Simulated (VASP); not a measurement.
Mo: electric field gradients with PBE

The system is Mo.

```xyz
1
Lattice="-1.5710 1.5710 1.5710 1.5710 -1.5710 1.5710 1.5710 1.5710 -1.5710" Properties=species:S:1:pos:R:3 pbc="T T T"
Mo    0.0000    0.0000    0.0000
```

| Quantity | Value |
| --- | --- |
| Program | VASP 6.6.1 |
| Task | electric field gradients |
| Functional | PBE |
| Potentials or basis | VASP PAW PBE potentials, release 64 (Mo_sv) |
| Cutoff | 520 eV |
| k mesh | 16 × 16 × 16 |
| Occupations | fermi-dirac, width 0.05 eV |
| Spin | no spin polarisation |
| Dipole correction | no |
| Further INCAR settings | ALGO = Normal; EDIFF = 1e-08; NBANDS = 13 |

```
Pressure               : 5.2 GPa
Band gap on the k mesh : zero (band 7 reaches 16.75 eV, above the bottom of band 8 at 11.35 eV)
```

Levels at points of the mesh, in eV from the Fermi level:
```
           k point  band 3  band 4  band 5  band 6  band 7  band 8  band 9  band 10  band 11  band 12
(0.00, 0.00, 0.00)  -34.53  -34.53   -7.26   -1.38   -1.38   -1.38    1.68     1.68    14.84    14.84
(0.50, 0.00, 0.00)  -34.98  -34.54   -5.37   -3.44    1.65    1.71    2.35     4.80    11.77    11.97
(0.50, 0.50, 0.50)  -35.51  -35.51   -5.50   -5.50    4.03    4.03    4.03     9.12     9.12     9.12
```

It took 17 s on 1 thread of Intel Xeon 6975P-C, with other jobs on the host, peak memory 0.14 GiB.

Caveat: without QUAD_EFG the Cq values of the log hold for a quadrupole moment of 1 mb, not for the nuclei.
